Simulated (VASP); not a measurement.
The system is TiAl3.

```
Ti Al
1.0
     2.83968    0.00000    0.00000
     0.00000    4.68126    0.00000
     0.00000    0.00000    4.90074
Ti Al
1 3
Direct
  0.00000 0.50000 0.16592
  0.00000 0.00000 0.83590
  0.50000 0.00000 0.33091
  0.50000 0.50000 0.66727
```

```yaml
Program: VASP 6.6.1
Task: relaxation of cell and atoms
Functional: PBEsol
Potentials_or_basis: VASP PAW PBE potentials, release 64 (Ti_sv, Al)
Cutoff: 600 eV
k_mesh: 9 × 6 × 6
Occupations: fermi-dirac, width 0.05 eV
Spin: no spin polarisation
```

At the start: pressure -2.3 GPa; volume 16.29 Å³/atom.

**Question.** Where does the relaxation end?

**Answer.** Over 15 steps the energy falls by 6.2 meV/atom and the volume is 15.90 Å³/atom (-2.4 %); space group Pmm2 (No. 25, to 0.05 Å).

The path:
| step | energy change (eV) | largest force (eV/Å) | pressure (GPa) | volume (Å³) |
| --- | --- | --- | --- | --- |
| 1 | 0.0000 | 0.0483 | -2.32 | 65.15 |
| 2 | -0.0184 | 0.0720 | 1.14 | 62.94 |
| 3 | -0.0193 | 0.0617 | 0.54 | 63.31 |
| 4 | -0.0227 | 0.0647 | 0.19 | 63.51 |
| 5 | -0.0232 | 0.0658 | 0.06 | 63.61 |
| 6 | -0.0238 | 0.0487 | -0.06 | 63.69 |
| 7 | -0.0242 | 0.0342 | -0.33 | 63.86 |
| 8 | -0.0245 | 0.0246 | -0.21 | 63.74 |
| 9 | -0.0246 | 0.0169 | -0.07 | 63.65 |
| 10 | -0.0247 | 0.0132 | 0.02 | 63.60 |
| 11 | -0.0247 | 0.0145 | 0.04 | 63.61 |
| 12 | -0.0247 | 0.0174 | 0.01 | 63.63 |
| 13 | -0.0247 | 0.0140 | 0.00 | 63.62 |
| 14 | -0.0247 | 0.0127 | 0.01 | 63.61 |
| 15 | -0.0247 | 0.0077 | 0.03 | 63.61 |

Final structure:
```
Ti Al
1.0
     2.76620    0.00000    0.00000
     0.00000    4.68824    0.00000
     0.00000    0.00000    4.90510
Ti Al
1 3
Direct
  0.00000 0.50000 0.16288
  0.00000 0.00000 0.84048
  0.50000 0.00000 0.33374
  0.50000 0.50000 0.66290
```

Caveat: the PAW data sets were made with another functional, which shifts forces and pressure a little.
